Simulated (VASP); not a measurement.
# SrO (Fm-3m) in VASP: single point with LDA

Aim: the single point of SrO with LDA.

All numbers are computed with VASP 6.6.1; they aren't measurements. Logs are shortened: lines on timing, memory, paths and dates and some standing lists are left out, and cuts for length are marked.

## 1. The cell of the first run

The structure is cubic, space group Fm-3m (No. 225). Conventional cell: a = 5.064 Å, b = 5.064 Å, c = 5.064 Å, α = 90.00°, β = 90.00°, γ = 90.00°. Sr (site symmetry m-3m) has 6 O at 2.53 Å within 3.3 Å. Within 3.3 Å of O (site symmetry m-3m) lie 6 Sr at 2.53 Å.

## 2. Single point, LDA

The input, INCAR:

```
SYSTEM = SrO
PREC = Accurate ; ENCUT = 520
EDIFF = 1E-7 ; ISMEAR = 0
SIGMA = 0.05 ; LREAL = .False.
LASPH = .True. ; NELM = 60
ALGO = Normal ; ISIF = 2
LWAVE = .False. ; LCHARG = .False.
GGA = CA ; NBANDS = 24
ISYM = 0
```

The input, KPOINTS:

```
regular mesh
0
Gamma
  9 9 8
  0 0 0
```

The input, POSCAR:

```
SrO
1.0
    0.0000000000     -2.5321850030     -2.5321850030
   -2.5321850030      0.0000000000     -2.5321850030
    2.5321850030      2.5321850030     -5.0643700061
Sr O
2 2
Direct
    0.0000000000      0.0000000000      0.0000000000
    0.5000000000      0.5000000000      0.5000000000
    0.7500000000      0.7500000000      0.7500000000
    0.2500000000      0.2500000000      0.2500000000
```

Potentials or basis: VASP PAW LDA potentials, release 64 (Sr_sv, O).

Launch:

```sh
> cat potpaw_LDA.64/Sr_sv/POTCAR potpaw_LDA.64/O/POTCAR > POTCAR
> mpirun -np 1 vasp_std > vasp.out
```

OUTCAR:

```text
SYSTEM = SrO
   PREC = Accurate
   ENCUT = 520
   EDIFF = 1E-7
   ISMEAR = 0
   LREAL = .False.
   LASPH = .True.
   NELM = 60
   ISIF = 2
   GGA = CA
   ISYM = 0

 ion  position               nearest neighbor table
   1  0.000  0.000  0.000-   3 2.53   3 2.53   4 2.53   4 2.53   3 2.53   4 2.53   2 3.58   2 3.58
                             2 3.58   2 3.58   2 3.58   2 3.58   2 5.06   2 5.06   2 5.06   2 5.06
   2  0.500  0.500  0.500-   4 2.53   4 2.53   3 2.53   3 2.53   3 2.53   4 2.53   1 3.58   1 3.58
                             1 3.58   1 3.58   1 3.58   1 3.58   1 5.06   1 5.06   1 5.06   1 5.06
   3  0.750  0.750  0.750-   2 2.53   2 2.53   1 2.53   1 2.53   1 2.53   2 2.53
   4  0.250  0.250  0.250-   1 2.53   1 2.53   2 2.53   2 2.53   1 2.53   2 2.53

IMPORTANT INFORMATION: All symmetrisations will be switched off!
NOSYMM: (Re-)initialisation of all symmetry stuff for point group C_1.

----------------------------------------------------------------------------------------

                                     Primitive cell

  volume of cell :      64.9451

  direct lattice vectors                    reciprocal lattice vectors
     0.000000000 -2.532185003 -2.532185003     0.098728963 -0.296186890 -0.098728963
    -2.532185003  0.000000000 -2.532185003    -0.296186890  0.098728963 -0.098728963
     2.532185003  2.532185003 -5.064370006     0.098728963  0.098728963 -0.098728963

  length of vectors
     3.581050374  3.581050374  6.202561192     0.327446927  0.327446927  0.171003580

  position of ions in fractional coordinates (direct lattice)
     0.000000000  0.000000000  0.000000000
     0.500000000  0.500000000  0.500000000
     0.750000000  0.750000000  0.750000000
     0.250000000  0.250000000  0.250000000

  ion indices of the primitive-cell ions
   primitive index   ion index
                 1           1
                 2           2
                 3           3
                 4           4

----------------------------------------------------------------------------------------

 KPOINTS: regular mesh

Automatic generation of k-mesh.
 Grid dimensions read from file:
 generate k-points for:    9    9    8

 Generating k-lattice:

  Cartesian coordinates                     Fractional coordinates (reciprocal lattice)
     0.010969885 -0.032909654 -0.010969885     0.111111111  0.000000000 -0.000000000
    -0.032909654  0.010969885 -0.010969885     0.000000000  0.111111111 -0.000000000
     0.012341120  0.012341120 -0.012341120     0.000000000  0.000000000  0.125000000

  Length of vectors
     0.036382992  0.036382992  0.021375448

[... 72 lines left out ...]
   LASPH  =      T    aspherical Exc in radial PAW
   ENCUT  =  520.0 eV  38.22 Ry    6.18 a.u.   6.66  6.66 11.53*2*pi/ulx,y,z
   NELM   =     60;   NELMIN=  2; NELMDL= -5     # of ELM steps
   EDIFF  = 0.1E-06   stopping-criterion for ELM
   LREAL  =      F    real-space projection
   EDIFFG = 0.1E-05   stopping-criterion for IOM
   NSW    =      0    number of steps for IOM
   IBRION =     -1    ionic relax: 0-MD 1-quasi-New 2-CG
   NFREE  =      0    steps in history (QN), initial steepest desc. (CG)
   ISIF   =      2    stress and relaxation
   ISYM   =      0    0-nonsym 1-usesym 2-fastsym
   POTIM  = 0.5000    time-step for ionic-motion
   TEBEG  =    0.0;   TEEND  =   0.0 temperature during run
   PSTRESS=    0.0 pullay stress
   NELECT =      32.0000    total number of electrons
   NUPDOWN=      -1.0000    fix difference up-down
   EMIN   =  10.00;   EMAX   =-10.00  energy-range for DOS
   EFERMI =   0.00;   METHOD = LEGACY
   ISMEAR =     0;   SIGMA  =   0.05  broadening in eV -4-tet -1-fermi 0-gaus
   EFERMI_NEDOS =   21; number of points for ismear=-14 and -15
   IALGO  =     38    algorithm
   IMIX   =      4    mixing-type and parameters
     AMIX     =   0.40;   BMIX     =  1.00
     AMIX_MAG =   1.60;   BMIX_MAG =  1.00
  volume/ion in A,a.u.               =      16.24       109.57
  Fermi-wavevector in a.u.,A,eV,Ry     =   1.293032  2.443477 22.748025  1.671933
  Thomas-Fermi vector in A             =   2.424703
   LORBIT       =      0    0 simple, 1 ext, 2 COOP (PROOUT), +10 PAW based schemes
   GGA     = CA    functional components
   LHFCALC =     F    Hartree Fock is set to
   AEXX    =    0.0000 exact exchange contribution
   IVDW    =     0    specifies the selected vdW correction
   LEPSILON=     F    determine dielectric tensor
   LRPA    =     F    only Hartree local field effects (RPA)
 non-spin polarized calculation
 Gauss-broadening in eV      SIGMA  =   0.05
  energy-cutoff  :      520.00
  volume of cell :       64.95
 maximum number of plane-waves:      1773
   NGX = 13   NGY = 13   NGZ = 23

 number of electron      32.0000001 magnetization

 Free energy of the ion-electron system (eV)
  ---------------------------------------------------
  ext. energy  EPLUGINS =         0.00000000
  ---------------------------------------------------
  free energy    TOTEN  =       -26.77359371 eV

  energy without entropy =      -26.77359371  energy(sigma->0) =      -26.77359371

 E-fermi :   1.8404     XC(G=0): -10.7434

 val. band max:        1.5715748392   @ k =   0.0000   0.0000   0.0000
 cond. band min:       4.6899400850   @ k =   0.0000   0.4444   0.5000
 fundamental gap:      3.1183652458
 Fermi energy:         1.8404209907

 k-point     1 :       0.0000    0.0000    0.0000
  band No.  band energies     occupation
      1     -30.3649      2.00000
      2     -30.1872      2.00000
      3     -14.9681      2.00000
      4     -13.2471      2.00000
      5     -12.1315      2.00000
      6     -12.1315      2.00000
[... 637 lines left out ...]
     23      10.8877      0.00000
     24      11.3647      0.00000

 [... further k-points ...]
[... 5 lines left out ...]
  --------------------------------------------------------------------------------------
  -------------------------------------------------------------------------------------
  Total        0.3406740      0.3406737      0.3405048      0.0000244      0.0000395      0.0000425
  in kB        8.4043348      8.4043268      8.4001590      0.0006015      0.0009751      0.0010481
  external PRESSURE =       8.4029402 kB  Pullay stress =       0.0000000 kB

 VOLUME and BASIS-vectors are now :
 -----------------------------------------------------------------------------
  energy-cutoff  :      520.00
  volume of cell :       64.95
      direct lattice vectors                 reciprocal lattice vectors
     0.000000000 -2.532185003 -2.532185003     0.098728963 -0.296186890 -0.098728963
    -2.532185003  0.000000000 -2.532185003    -0.296186890  0.098728963 -0.098728963
     2.532185003  2.532185003 -5.064370006     0.098728963  0.098728963 -0.098728963

 POSITION                                       TOTAL-FORCE (eV/Angst)
 -----------------------------------------------------------------------------------
      0.00000      0.00000      0.00000         0.000000      0.000001     -0.000000
      0.00000      0.00000     -5.06437        -0.000000     -0.000001      0.000000
      0.00000      0.00000     -7.59656         0.000000      0.000000      0.000000
      0.00000      0.00000     -2.53219        -0.000000     -0.000000     -0.000000
 -----------------------------------------------------------------------------------
    total drift:                                0.000000     -0.000000     -0.000000

  FREE ENERGIE OF THE ION-ELECTRON SYSTEM (eV)
  ---------------------------------------------------
  free  energy   TOTEN  =       -26.7735937063 eV

  energy  without entropy=      -26.7735937063  energy(sigma->0) =      -26.77359371
```

OSZICAR:

```text
N       E                     dE             d eps       ncg     rms          rms(c)
DAV:   1     0.178225060842E+03    0.17823E+03   -0.16995E+04 15600   0.131E+03
DAV:   2    -0.207448634127E+02   -0.19897E+03   -0.18610E+03 21136   0.291E+02
DAV:   3    -0.308717234529E+02   -0.10127E+02   -0.10053E+02 24416   0.595E+01
DAV:   4    -0.311666750233E+02   -0.29495E+00   -0.29485E+00 20688   0.795E+00
DAV:   5    -0.311696754748E+02   -0.30005E-02   -0.30004E-02 22064   0.852E-01    0.266E+01
DAV:   6    -0.270694638491E+02    0.41002E+01   -0.19450E+01 18728   0.246E+01    0.329E+01
DAV:   7    -0.269400404984E+02    0.12942E+00   -0.15569E+00 21576   0.665E+00    0.225E+01
DAV:   8    -0.268128171374E+02    0.12722E+00   -0.98397E-01 17232   0.605E+00    0.362E+00
DAV:   9    -0.267727666905E+02    0.40050E-01   -0.12663E-01 19784   0.232E+00    0.907E-01
DAV:  10    -0.267742381334E+02   -0.14714E-02   -0.10445E-02 18896   0.613E-01    0.315E-01
DAV:  11    -0.267735540983E+02    0.68404E-03   -0.29904E-03 24448   0.325E-01    0.887E-02
DAV:  12    -0.267736424389E+02   -0.88341E-04   -0.67354E-04 21096   0.133E-01    0.712E-02
DAV:  13    -0.267735932507E+02    0.49188E-04   -0.15479E-04 19112   0.747E-02    0.360E-02
DAV:  14    -0.267735937785E+02   -0.52777E-06   -0.15947E-05 21552   0.217E-02    0.936E-03
DAV:  15    -0.267735937063E+02    0.72149E-07   -0.59573E-07 22760   0.462E-03
   1 F= -.26773594E+02 E0= -.26773594E+02  d E =-.362774E-16
```

stdout:

```text
POSCAR found type information on POSCAR SrO
 POSCAR found :  2 types and       4 ions
 scaLAPACK will be used
 LDA part: xc-table for (Slater(with rela. corr.)+CA(PZ))
 , standard interpolation
 -----------------------------------------------------------------------------
|                                                                             |
|           W    W    AA    RRRRR   N    N  II  N    N   GGGG   !!!           |
|           W    W   A  A   R    R  NN   N  II  NN   N  G    G  !!!           |
|           W    W  A    A  R    R  N N  N  II  N N  N  G       !!!           |
|           W WW W  AAAAAA  RRRRR   N  N N  II  N  N N  G  GGG   !            |
|           WW  WW  A    A  R   R   N   NN  II  N   NN  G    G                |
|           W    W  A    A  R    R  N    N  II  N    N   GGGG   !!!           |
|                                                                             |
|     Your reciprocal lattice and k-lattice belong to different lattice       |
|     classes:                                                                |
|                                                                             |
|        The reciprocal lattice is rhombohedral (trigonal),                   |
|        whereas your k-lattice is base-centered monoclinic.                  |
|                                                                             |
|     Results are often still useful ...                                      |
|                                                                             |
 -----------------------------------------------------------------------------

 POSCAR, INCAR and KPOINTS ok, starting setup
 FFT: planning ... GRIDC
 FFT: planning ... GRID_SOFT
 FFT: planning ... GRID
 WAVECAR not read
 entering main loop
```

It took 17 min on 1 thread of AMD EPYC 7R13, shared host; peak memory 0.46 GiB.

What came out:

- Free energy: -26.7736 eV
- Pressure: 0.8 GPa
- Band gap on the k mesh: 3.12 eV

A k mesh can miss the band edges.
